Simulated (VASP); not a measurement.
# TePb (Fm-3m) in VASP: further runs

TePb is run at these levels: PBEsol; tasks: single point, relaxation of cell and atoms.

Program: VASP 6.6.1. These are calculated values, not measurements. Logs are shortened: lines on timing, memory, paths and dates and some standing lists are left out, and cuts for length are marked.

**1. The cell of the first run**

The structure is cubic, space group Fm-3m (No. 225). Conventional cell: a = 6.443 Å, b = 6.443 Å, c = 6.443 Å, α = 90.00°, β = 90.00°, γ = 90.00°. Te (site symmetry m-3m) has 6 Pb at 3.22 Å within 4.2 Å. Pb (site symmetry m-3m) has 6 Te at 3.22 Å within 4.2 Å.

**2. Single point, PBEsol**

INCAR

```
SYSTEM = TePb
  PREC = Accurate
  ENCUT = 520
  EDIFF = 1E-6
  ISMEAR = -1
  SIGMA = 0.08
  LREAL = .False.
  LASPH = .True.
  NELM = 60
  ALGO = Normal
  ISIF = 2
  LWAVE = .False.
  LCHARG = .True.
  GGA = PS
  LELF = .True.
  LVHAR = .True.
  NBANDS = 17
```

KPOINTS

```
regular mesh
0
Gamma
  12 12 12
  0 0 0
```

POSCAR

```
TePb
1.0
    0.0000000000      3.2213498497      3.2213498497
    3.2213498497      0.0000000000      3.2213498497
    3.2213498497      3.2213498497      0.0000000000
Te Pb
1 1
Direct
    0.5000000000      0.5000000000      0.5000000000
    0.0000000000      0.0000000000      0.0000000000
```

Potentials or basis: VASP PAW PBE potentials, release 64 (Te, Pb_d).

The run is started by

```bash
cat potpaw_PBE.64/Te/POTCAR potpaw_PBE.64/Pb_d/POTCAR > POTCAR
mpirun -np 1 vasp_std > vasp.out
```

OUTCAR:

```text
SYSTEM = TePb
   PREC = Accurate
   ENCUT = 520
   EDIFF = 1E-6
   ISMEAR = -1
   LREAL = .False.
   LASPH = .True.
   NELM = 60
   ISIF = 2
   GGA = PS

 ion  position               nearest neighbor table
   1  0.500  0.500  0.500-   2 3.22   2 3.22   2 3.22   2 3.22   2 3.22   2 3.22
   2  0.000  0.000  0.000-   1 3.22   1 3.22   1 3.22   1 3.22   1 3.22   1 3.22

  LATTYP: Found a face centered cubic cell.
 ALAT       =     6.4426996994

  Lattice vectors:

 A1 = (   0.0000000000,   3.2213498497,   3.2213498497)
 A2 = (   3.2213498497,   0.0000000000,   3.2213498497)
 A3 = (   3.2213498497,   3.2213498497,   0.0000000000)

Analysis of symmetry for initial positions (statically):
=====================================================================
 Subroutine PRICEL returns:
 Original cell was already a primitive cell.

 Routine SETGRP: Setting up the symmetry group for a
 face centered cubic supercell.

 Subroutine GETGRP returns: Found 48 space group operations
 (whereof 48 operations were pure point group operations)
 out of a pool of 48 trial point group operations.

The static configuration has the point symmetry O_h .

Analysis of symmetry for dynamics (positions and initial velocities):
=====================================================================
 Subroutine PRICEL returns:
 Original cell was already a primitive cell.

 Routine SETGRP: Setting up the symmetry group for a
 face centered cubic supercell.

 Subroutine GETGRP returns: Found 48 space group operations
 (whereof 48 operations were pure point group operations)
 out of a pool of 48 trial point group operations.

The dynamic configuration has the point symmetry O_h .

 Subroutine INISYM returns: Found 48 space group operations
 (whereof 48 operations are pure point group operations),
 and found     1 'primitive' translations

----------------------------------------------------------------------------------------

                                     Primitive cell

  volume of cell :      66.8565

  direct lattice vectors                    reciprocal lattice vectors
     0.000000000  3.221349850  3.221349850    -0.155214436  0.155214436  0.155214436
     3.221349850  0.000000000  3.221349850     0.155214436 -0.155214436  0.155214436
     3.221349850  3.221349850  0.000000000     0.155214436  0.155214436 -0.155214436

  length of vectors
     4.555676647  4.555676647  4.555676647     0.268839289  0.268839289  0.268839289

  position of ions in fractional coordinates (direct lattice)
     0.500000000  0.500000000  0.500000000
     0.000000000  0.000000000  0.000000000

  ion indices of the primitive-cell ions
   primitive index   ion index
                 1           1
                 2           2

----------------------------------------------------------------------------------------

 KPOINTS: regular mesh

Automatic generation of k-mesh.
 Grid dimensions read from file:
 generate k-points for:   12   12   12

 Generating k-lattice:

  Cartesian coordinates                     Fractional coordinates (reciprocal lattice)
    -0.012934536  0.012934536  0.012934536     0.083333333  0.000000000  0.000000000
     0.012934536 -0.012934536  0.012934536     0.000000000  0.083333333  0.000000000
     0.012934536  0.012934536 -0.012934536     0.000000000  0.000000000  0.083333333

  Length of vectors
     0.022403274  0.022403274  0.022403274

  Shift w.r.t. Gamma in fractional coordinates (k-lattice)
     0.000000000  0.000000000  0.000000000

 Subroutine IBZKPT returns following result:
 ===========================================

 Found     72 irreducible k-points:

 Following reciprocal coordinates:
            Coordinates               Weight
  0.000000  0.000000  0.000000      1.000000
  0.083333  0.000000  0.000000      8.000000
  0.166667  0.000000  0.000000      8.000000
  0.250000  0.000000  0.000000      8.000000
  0.333333  0.000000  0.000000      8.000000
  0.416667  0.000000  0.000000      8.000000
[... 16 lines left out ...]
  0.500000  0.166667  0.000000     24.000000
 -0.416667  0.166667  0.000000     24.000000
 [... further k-points ...]
   k-points           NKPTS =     72   k-points in BZ     NKDIM =     72   number of bands    NBANDS=     17
   number of dos      NEDOS =    301   number of ions     NIONS =      2
   total plane-waves  NPLWV =  46656
   dimension x,y,z NGX =    36 NGY =   36 NGZ =   36
   dimension x,y,z NGXF=    72 NGYF=   72 NGZF=   72
   ions per type =               1   1
   NGX,Y,Z   is equivalent  to a cutoff of  13.14, 13.14, 13.14 a.u.
   NGXF,Y,Z  is equivalent  to a cutoff of  26.27, 26.27, 26.27 a.u.
 SYSTEM =  TePb
   PREC   = accura    normal or accurate (medium, high low for compatibility)
   ISTART =      0    job   : 0-new  1-cont  2-samecut
   ICHARG =      2    charge: 1-file 2-atom 10-const
   ISPIN  =      1    spin polarized calculation?
   LNONCOLLINEAR =      F non collinear calculations
   LSORBIT =      F    spin-orbit coupling
   LASPH  =      T    aspherical Exc in radial PAW
   ENCUT  =  520.0 eV  38.22 Ry    6.18 a.u.   8.47  8.47  8.47*2*pi/ulx,y,z
   NELM   =     60;   NELMIN=  2; NELMDL= -5     # of ELM steps
   EDIFF  = 0.1E-05   stopping-criterion for ELM
   LREAL  =      F    real-space projection
   EDIFFG = 0.1E-04   stopping-criterion for IOM
   NSW    =      0    number of steps for IOM
   IBRION =     -1    ionic relax: 0-MD 1-quasi-New 2-CG
   NFREE  =      0    steps in history (QN), initial steepest desc. (CG)
   ISIF   =      2    stress and relaxation
   ISYM   =      2    0-nonsym 1-usesym 2-fastsym
   POTIM  = 0.5000    time-step for ionic-motion
   TEBEG  =    0.0;   TEEND  =   0.0 temperature during run
   PSTRESS=    0.0 pullay stress
   NELECT =      20.0000    total number of electrons
   NUPDOWN=      -1.0000    fix difference up-down
   EMIN   =  10.00;   EMAX   =-10.00  energy-range for DOS
   EFERMI =   0.00;   METHOD = LEGACY
   ISMEAR =    -1;   SIGMA  =   0.08  broadening in eV -4-tet -1-fermi 0-gaus
   EFERMI_NEDOS =   21; number of points for ismear=-14 and -15
   IALGO  =     38    algorithm
   IMIX   =      4    mixing-type and parameters
     AMIX     =   0.40;   BMIX     =  1.00
     AMIX_MAG =   1.60;   BMIX_MAG =  1.00
  volume/ion in A,a.u.               =      33.43       225.58
  Fermi-wavevector in a.u.,A,eV,Ry     =   1.094889  2.069041 16.310432  1.198783
  Thomas-Fermi vector in A             =   2.231203
   LORBIT       =      0    0 simple, 1 ext, 2 COOP (PROOUT), +10 PAW based schemes
   GGA     = PS    functional components
   LHFCALC =     F    Hartree Fock is set to
   AEXX    =    0.0000 exact exchange contribution
   IVDW    =     0    specifies the selected vdW correction
   LEPSILON=     F    determine dielectric tensor
   LRPA    =     F    only Hartree local field effects (RPA)
 non-spin polarized calculation
  energy-cutoff  :      520.00
  volume of cell :       66.86
 maximum number of plane-waves:      1828
 NGX is ok and might be reduce to    36
   NGX = 17   NGY = 17   NGZ = 17

 number of electron      20.0000002 magnetization

 Free energy of the ion-electron system (eV)
  ---------------------------------------------------
  ext. energy  EPLUGINS =         0.00000000
  ---------------------------------------------------
  free energy    TOTEN  =        -8.25925213 eV

  energy without entropy =       -8.25907478  energy(sigma->0) =       -8.25916346

 E-fermi :   5.9410     XC(G=0):  -9.5104

 val. band max:        5.5772832243   @ k =   0.5000   0.0000   0.0000
 cond. band min:       6.2269594413   @ k =   0.5000   0.0000   0.0000
 fundamental gap:      0.6496762170
 Fermi energy:         5.9410423312

 k-point     1 :       0.0000    0.0000    0.0000
  band No.  band energies     occupation
      1     -11.0660      2.00000
      2     -11.0660      2.00000
      3     -11.0545      2.00000
      4     -11.0545      2.00000
      5     -11.0545      2.00000
      6      -6.5326      2.00000
[... 9 lines left out ...]
     16      11.3137      0.00000
     17      12.7791      0.00000

 k-point     2 :       0.0833    0.0000    0.0000
  band No.  band energies     occupation
      1     -11.0668      2.00000
      2     -11.0668      2.00000
      3     -11.0543      2.00000
      4     -11.0535      2.00000
      5     -11.0535      2.00000
      6      -6.4719      2.00000
[... 9 lines left out ...]
     16      11.4507      0.00000
     17      13.3478      0.00000

 k-point     3 :       0.1667    0.0000    0.0000
  band No.  band energies     occupation
      1     -11.0695      2.00000
      2     -11.0695      2.00000
      3     -11.0538      2.00000
      4     -11.0504      2.00000
      5     -11.0504      2.00000
      6      -6.2925      2.00000
[... 9 lines left out ...]
     16      11.8273      0.00000
     17      14.4847      0.00000

 k-point     4 :       0.2500    0.0000    0.0000
  band No.  band energies     occupation
      1     -11.0735      2.00000
      2     -11.0735      2.00000
      3     -11.0532      2.00000
      4     -11.0458      2.00000
      5     -11.0458      2.00000
      6      -6.0048      2.00000
[... 9 lines left out ...]
     16      12.4175      0.00000
     17      15.8047      0.00000

 k-point     5 :       0.3333    0.0000    0.0000
  band No.  band energies     occupation
      1     -11.0776      2.00000
      2     -11.0776      2.00000
      3     -11.0527      2.00000
      4     -11.0410      2.00000
      5     -11.0410      2.00000
      6      -5.6354      2.00000
[... 9 lines left out ...]
     16      13.2004      0.00000
     17      16.5419      0.00000

 k-point     6 :       0.4167    0.0000    0.0000
  band No.  band energies     occupation
      1     -11.0807      2.00000
      2     -11.0807      2.00000
      3     -11.0523      2.00000
      4     -11.0374      2.00000
      5     -11.0374      2.00000
      6      -5.2573      2.00000
[... 9 lines left out ...]
     16      14.1256      0.00000
     17      15.7138      0.00000

 k-point     7 :       0.5000    0.0000    0.0000
  band No.  band energies     occupation
      1     -11.0818      2.00000
      2     -11.0818      2.00000
      3     -11.0522      2.00000
      4     -11.0361      2.00000
      5     -11.0361      2.00000
      6      -5.0684      2.00000
[... 9 lines left out ...]
     16      14.8125      0.00000
     17      14.8125      0.00000

 k-point     8 :       0.0833    0.0833    0.0000
  band No.  band energies     occupation
      1     -11.0690      2.00000
      2     -11.0652      2.00000
      3     -11.0552      2.00000
      4     -11.0528      2.00000
      5     -11.0528      2.00000
      6      -6.4517      2.00000
[... 9 lines left out ...]
     16      11.7015      0.00000
     17      13.3125      0.00000
[... 203 lines left out ...]
      1     -11.0783      2.00000
      2     -11.0630      2.00000
      3     -11.0571      2.00000
      4     -11.0479      2.00000
      5     -11.0479      2.00000
      6      -6.2130      2.00000
[... 9 lines left out ...]
     16      12.6702      0.00000
     17      13.5703      0.00000

 k-point    20 :       0.2500    0.1667    0.0000
  band No.  band energies     occupation
      1     -11.0846      2.00000
      2     -11.0633      2.00000
      3     -11.0575      2.00000
      4     -11.0448      2.00000
      5     -11.0439      2.00000
      6      -6.0025      2.00000
[... 9 lines left out ...]
     16      13.2782      0.00000
     17      14.2127      0.00000

 k-point    21 :       0.3333    0.1667    0.0000
  band No.  band energies     occupation
      1     -11.0901      2.00000
      2     -11.0662      2.00000
      3     -11.0563      2.00000
      4     -11.0421      2.00000
      5     -11.0391      2.00000
      6      -5.6971      2.00000
[... 9 lines left out ...]
     16      14.0099      0.00000
     17      15.2729      0.00000

 k-point    22 :       0.4167    0.1667    0.0000
  band No.  band energies     occupation
      1     -11.0933      2.00000
      2     -11.0704      2.00000
      3     -11.0538      2.00000
      4     -11.0402      2.00000
      5     -11.0356      2.00000
      6      -5.3370      2.00000
[... 9 lines left out ...]
     16      14.8548      0.00000
     17      15.5710      0.00000

 k-point    23 :       0.5000    0.1667    0.0000
  band No.  band energies     occupation
      1     -11.0935      2.00000
      2     -11.0744      2.00000
      3     -11.0510      2.00000
      4     -11.0395      2.00000
      5     -11.0343      2.00000
      6      -5.0238      2.00000
[... 9 lines left out ...]
     16      14.9749      0.00000
     17      15.4664      0.00000

 k-point    24 :      -0.4167    0.1667    0.0000
  band No.  band energies     occupation
      1     -11.0907      2.00000
      2     -11.0773      2.00000
      3     -11.0491      2.00000
      4     -11.0395      2.00000
      5     -11.0357      2.00000
      6      -4.9621      2.00000
[... 9 lines left out ...]
     16      14.0088      0.00000
     17      16.2363      0.00000

 [... further k-points ...]
[... 5 lines left out ...]
  --------------------------------------------------------------------------------------
  -------------------------------------------------------------------------------------
  Total       -0.0151791     -0.0151791     -0.0151791      0.0000000      0.0000000     -0.0000000
  in kB       -0.3637580     -0.3637580     -0.3637580      0.0000000      0.0000000     -0.0000000
  external PRESSURE =      -0.3637580 kB  Pullay stress =       0.0000000 kB

 VOLUME and BASIS-vectors are now :
 -----------------------------------------------------------------------------
  energy-cutoff  :      520.00
  volume of cell :       66.86
      direct lattice vectors                 reciprocal lattice vectors
     0.000000000  3.221349850  3.221349850    -0.155214436  0.155214436  0.155214436
     3.221349850  0.000000000  3.221349850     0.155214436 -0.155214436  0.155214436
     3.221349850  3.221349850  0.000000000     0.155214436  0.155214436 -0.155214436

 POSITION                                       TOTAL-FORCE (eV/Angst)
 -----------------------------------------------------------------------------------
      3.22135      3.22135      3.22135        -0.000000      0.000000     -0.000000
      0.00000      0.00000      0.00000         0.000000      0.000000      0.000000
 -----------------------------------------------------------------------------------
    total drift:                               -0.000000      0.000000      0.000000

  FREE ENERGIE OF THE ION-ELECTRON SYSTEM (eV)
  ---------------------------------------------------
  free  energy   TOTEN  =        -8.2592521332 eV

  energy  without entropy=       -8.2590747786  energy(sigma->0) =       -8.25916346
```

It took 100 s on 1 thread of Intel Xeon 8259CL, shared host; peak memory 0.26 GiB.

What came out:

* Free energy: -8.2593 eV
* Pressure: 0.0 GPa
* Band gap on the k mesh: 0.65 eV

Levels at points of the mesh, in eV from the valence-band top:
| k point | band 7 | band 8 | band 9 | band 10 | band 11 | band 12 | band 13 | band 14 |
| --- | --- | --- | --- | --- | --- | --- | --- | --- |
| (0.00, 0.00, 0.00) | -5.59 | -1.37 | -1.37 | -1.37 | 4.07 | 4.07 | 4.07 | 5.74 |
| (0.50, 0.00, 0.00) | -8.65 | -0.90 | -0.90 | 0.00 | 0.65 | 1.22 | 1.22 | 8.30 |
| (0.50, 0.50, 0.00) | -7.32 | -4.59 | -2.86 | -2.86 | 3.17 | 5.49 | 5.49 | 6.73 |

Caveat: the PAW data sets were made with another functional, which shifts forces and pressure a little; spin-orbit coupling is left out, which moves the levels of the heavy elements. A k mesh can miss the band edges.

**3. Relaxation of cell and atoms, PBEsol**

This run uses another cell than the first one, of 33.73 Å³/atom.

INCAR

```
  PREC = Accurate
  ENCUT = 600
  EDIFF = 1E-7
  ISMEAR = -1
  SIGMA = 0.08
  LREAL = False
  LASPH = True
  NELM = 80
  ALGO = Normal
  ISIF = 3
  LWAVE = False
  LCHARG = False
  GGA = PS
  IBRION = 2
  NSW = 100
  EDIFFG = -0.002
```

KPOINTS

```
regular mesh
0
Gamma
  12 12 12
```

POSCAR

```
TePb
1.0
    0.0000000000      3.2310000000      3.2310000000
    3.2310000000      0.0000000000      3.2310000000
    3.2310000000      3.2310000000      0.0000000000
Te Pb
1 1
Direct
    0.5000000000      0.5000000000      0.5000000000
    0.0000000000      0.0000000000      0.0000000000
```

Potentials or basis: VASP PAW PBE potentials, release 64 (Te, Pb_d).

The run is started by

```bash
cat potpaw_PBE.64/Te/POTCAR potpaw_PBE.64/Pb_d/POTCAR > POTCAR
mpirun -np 1 vasp_std > vasp.out
```

Wall time 4.9 min (1 thread of Intel Xeon 8259CL, shared host); peak memory 0.3 GiB.

Results (log left out):

```yaml
Free_energy: -8.2594 eV
Relaxed_volume: 33.43 Å³/atom
Relaxed_cell: a = 4.556 Å, b = 4.556 Å, c = 4.556 Å, α = 60.00°, β = 60.00°, γ = 60.00°
Space_group_after_relaxing_to_0.1_Å: Fm-3m (No. 225)
Energy_gained_by_relaxing: 0.4 meV/atom
Ionic_steps: 3
Pressure_after_relaxing: 0.0 GPa
Band_gap_on_the_k_mesh: 0.65 eV
```

Step by step:
| step | energy change (eV) | largest force (eV/Å) | pressure (GPa) | volume (Å³) |
| --- | --- | --- | --- | --- |
| 1 | 0.0000 | 0.0000 | -0.39 | 67.46 |
| 2 | -0.0006 | 0.0000 | 0.14 | 66.67 |
| 3 | -0.0007 | 0.0000 | 0.00 | 66.87 |

Final structure:
```cif
data_structure
_symmetry_space_group_name_H-M 'P 1'
_symmetry_Int_Tables_number 1
_cell_length_a 4.5559
_cell_length_b 4.5559
_cell_length_c 4.5559
_cell_angle_alpha 60.000
_cell_angle_beta 60.000
_cell_angle_gamma 60.000
_cell_volume 66.87
loop_
_atom_site_label
_atom_site_type_symbol
_atom_site_fract_x
_atom_site_fract_y
_atom_site_fract_z
_atom_site_occupancy
Te1 Te 0.50000 0.50000 0.50000 1
Pb1 Pb 0.00000 0.00000 0.00000 1
```

Levels at points of the mesh, in eV from the valence-band top:
```csv
k point,band 7,band 8,band 9,band 10,band 11,band 12,band 13,band 14
"(0.00, 0.00, 0.00)",-5.59,-1.37,-1.37,-1.37,4.07,4.07,4.07,5.74
"(0.50, 0.00, 0.00)",-8.65,-0.90,-0.90,0.00,0.65,1.22,1.22,8.30
"(0.50, 0.50, 0.00)",-7.32,-4.59,-2.86,-2.86,3.17,5.49,5.49,6.73
```

Caveat: the PAW data sets were made with another functional, which shifts forces and pressure a little; spin-orbit coupling is left out, which moves the levels of the heavy elements.
